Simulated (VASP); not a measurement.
Input of a VASP 6.6.1 run:

POSCAR

```
CoSi
1.0
    0.0000000000      2.8159912711      2.8159912711
    2.8159912711      0.0000000000      2.8159912711
    2.8159912711      2.8159912711      0.0000000000
Co Si
2 2
Direct
    0.5000000000      0.5000000000      0.5000000000
    0.7500000000      0.7500000000      0.7500000000
    0.0000000000      0.0000000000      0.0000000000
    0.2500000000      0.2500000000      0.2500000000
```

The input INCAR.step1:

```
ALGO = Normal ; EDIFF = 1E-4
ENCUT = 520 ; GGA = PE
ISMEAR = 0 ; ISPIN = 2
LASPH = T ; LCHARG = F
LMAXMIX = 4 ; LREAL = F
LWAVE = T ; MAGMOM = 3 3 0 0
NBANDS = 25 ; NELM = 150
PREC = Accurate ; SIGMA = 0.1
```

The input INCAR.step2:

```
ALGO = Normal ; EDIFF = 1E-6
ENCUT = 520 ; ISIF = 2
ISMEAR = 0 ; ISPIN = 2
ISTART = 1 ; LASPH = T
LCHARG = T ; LELF = T
LMAXMIX = 4 ; LMIXTAU = T
LORBIT = 11 ; LREAL = F
LVHAR = T ; LWAVE = F
MAGMOM = 3 3 0 0 ; METAGGA = R2SCAN
NBANDS = 25 ; NELM = 150
PREC = Accurate ; SIGMA = 0.1
```

The input KPOINTS:

```
k-points
0
Gamma
  6 6 6
```

Potentials or basis: VASP PAW PBE potentials, release 64 (Co, Si).

Run with:

```sh
$ cat potpaw_PBE.64/Co/POTCAR potpaw_PBE.64/Si/POTCAR > POTCAR
$ cp INCAR.step1 INCAR
$ mpirun -np 1 vasp_std > vasp.out
$ cp INCAR.step2 INCAR
$ mpirun -np 1 vasp_std > vasp.out
```

(1) Predict the pressure.

(2) What does it give for the net moment?

(3) Estimate the site moments.

## Answers

(1) -4.7 GPa.

(2) 0.26 μB per cell.

(3) Co +0.14; Si -0.00 μB.

Caveat: the cell stands under tension; the PAW data sets were made with another functional, which shifts forces and pressure a little.
